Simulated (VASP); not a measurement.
Input of a VASP 6.6.1 run:

The input INCAR:

```
SYSTEM = Ba2HfC6
ALGO = Normal
EDIFF = 1E-7
EDIFFG = -0.01
ENCUT = 600
GGA = PE
IBRION = 2
ISIF = 3
ISMEAR = 0
LASPH = .True.
LCHARG = .False.
LREAL = .False.
LWAVE = .False.
NELM = 100
NSW = 100
PREC = Accurate
SIGMA = 0.1
```

KPOINTS

```
k-points
0
Gamma
  8 8 8
  0 0 0
```

File POSCAR:

```
Ba2HfC6
1.0
    0.0000000000      3.8829958195      3.8829958195
    3.8829958195      0.0000000000      3.8829958195
    3.8829958195      3.8829958195      0.0000000000
Ba Hf C
2 1 6
Direct
    0.2500000000      0.2500000000      0.2500000000
    0.7500000000      0.7500000000      0.7500000000
    0.0000000000      0.0000000000      0.0000000000
    0.6588293932      0.3411706068      0.3411706068
    0.3411706068      0.6588293932      0.6588293932
    0.3411706068      0.6588293932      0.3411706068
    0.6588293932      0.3411706068      0.6588293932
    0.3411706068      0.3411706068      0.6588293932
    0.6588293932      0.6588293932      0.3411706068
```

Potentials or basis: VASP PAW PBE potentials, release 64 (Ba_sv, Hf_pv, C).

Command:

```bash
$ cat potpaw_PBE.64/Ba_sv/POTCAR potpaw_PBE.64/Hf_pv/POTCAR potpaw_PBE.64/C/POTCAR > POTCAR
$ mpirun -np 1 vasp_std > vasp.out
```

(1) What does it give for the band gap on the k mesh?

(2) What does it give for the space group after relaxing (to 0.1 Å)?

(3) Estimate the relaxed volume.

(4) What does it give for the relaxed cell?

## Answers

(1) zero (bands 27 and 28 overlap by 0.75 eV).

(2) Fm-3m (No. 225).

(3) 13.23 Å³/atom.

(4) a = 5.522 Å, b = 5.522 Å, c = 5.522 Å, α = 60.00°, β = 60.00°, γ = 60.00°.

Caveat: the cell differs from its parent crystal (atoms taken out); spin-orbit coupling is left out, which moves the levels of the heavy elements.
